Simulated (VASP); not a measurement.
Input of a VASP 6.6.1 run:

INCAR

```
PREC = Accurate
ENCUT = 520
EDIFF = 1E-8
ISMEAR = -1
SIGMA = 0.01
LREAL = F
LASPH = T
NELM = 100
ALGO = Normal
ISIF = 2
LWAVE = F
LCHARG = F
GGA = PE
LEFG = T
NBANDS = 16
```

Contents of KPOINTS:

```
Automatic mesh
0
Gamma
  8 8 8
```

The input POSCAR:

```
ZnS
1.0
    0.0000000000      2.6956042803      2.6956042803
    2.6956042803      0.0000000000      2.6956042803
    2.6956042803      2.6956042803      0.0000000000
Zn S
1 1
Direct
    0.0000000000      0.0000000000      0.0000000000
    0.7500000000      0.7500000000      0.7500000000
```

Potentials or basis: VASP PAW PBE potentials, release 64 (Zn, S).

Run with:

```console
$ cat potpaw_PBE.64/Zn/POTCAR potpaw_PBE.64/S/POTCAR > POTCAR
$ mpirun -np 1 vasp_std > vasp.out
```

(1) Predict the pressure.

(2) Predict the band gap on the k mesh.

## Answers

(1) 2.3 GPa.

(2) 2.15 eV, direct.

Caveat: without QUAD_EFG the Cq values of the log hold for a quadrupole moment of 1 mb, not for the nuclei.
